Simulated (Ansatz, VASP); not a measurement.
Cu: VASP beside Ansatz

File INCAR:

```
ALGO = Normal
EDIFF = 1E-6
ENCUT = 600
GGA_COMPAT = False
ISIF = 2
ISMEAR = -1
LASPH = True
LCHARG = False
LREAL = False
LWAVE = False
NBANDS = 30
NELM = 120
PREC = Accurate
SIGMA = 0.1
```

The input KPOINTS:

```
k-points
0
Gamma
  7 7 2
```

Contents of POSCAR:

```
Cu
1.0
    2.5349709229      0.0000000000      0.0000000000
   -1.2674854615      2.1953567788      0.0000000000
    0.0000000000      0.0000000000      8.2755668140
Cu
4
Direct
    0.9925800000      0.9985900000      0.9998000000
    0.3240000000      0.6569400000      0.2506100000
    0.0082400000      0.0061200000      0.5010500000
    0.6724400000      0.3369600000      0.7519600000
```

Input for Ansatz:

```yaml
crystal:
  lattice:
    - [2.5349709229070596, 0.0, 0.0]
    - [-1.2674854614535298, 2.195356778771844, 0.0]
    - [0.0, 0.0, 8.275566814036893]
  atoms:
    - { symbol: Cu, position: [0.99258, 0.99859, 0.9998] }
    - { symbol: Cu, position: [0.324, 0.65694, 0.25061] }
    - { symbol: Cu, position: [0.00824, 0.00612, 0.50105] }
    - { symbol: Cu, position: [0.67244, 0.33696, 0.75196] }
basis:
  ecutwfc: 540.0
  xc_grid: 2
kpoints:
  mp_grid:
    grid: [7, 7, 2]
hamiltonian:
  xc: lda
scf:
  convergence:
    dr2_threshold: 1.0e-09
  occupations:
    method: fermi_dirac
    width: 0.1
output:
  forces: true
  stress: true
```

Alike in both runs: task single point; functional LDA; k mesh 7 × 7 × 2; occupations fermi-dirac, width 0.1 eV; no spin polarisation.

|  | VASP | Ansatz |
| --- | --- | --- |
| version | VASP 6.6.1 | Ansatz 0.2.0 |
| potentials or method | VASP PAW LDA potentials, release 64 (Cu), cutoff 600 eV | plane waves, PAW |
| valence electrons in the cell | 44 | 76 |

|  | VASP | Ansatz | Ansatz less VASP |
| --- | --- | --- | --- |
| pressure (GPa) | -8.4 | -9.5 | -1.07 |
| traceless stress, the component that is largest in VASP (GPa) | -0.28 | -0.27 | +0.006 |
| rms of the force components (eV/Å) | 0.041 | 0.041 | 0.0000 |

LDA's correlation is that of Perdew and Zunger in VASP and of Perdew and Wang (1992) in Ansatz. Atom by atom the forces differ by 0.000 eV/Å (rms over components). VASP's potentials hold 44 valence electrons a cell and Ansatz's 76, so a difference there can come from the potentials and not from the codes. Ansatz's warnings: stress scf threshold loose.

The k mesh is coarse, so the values compare programs but aren't converged.
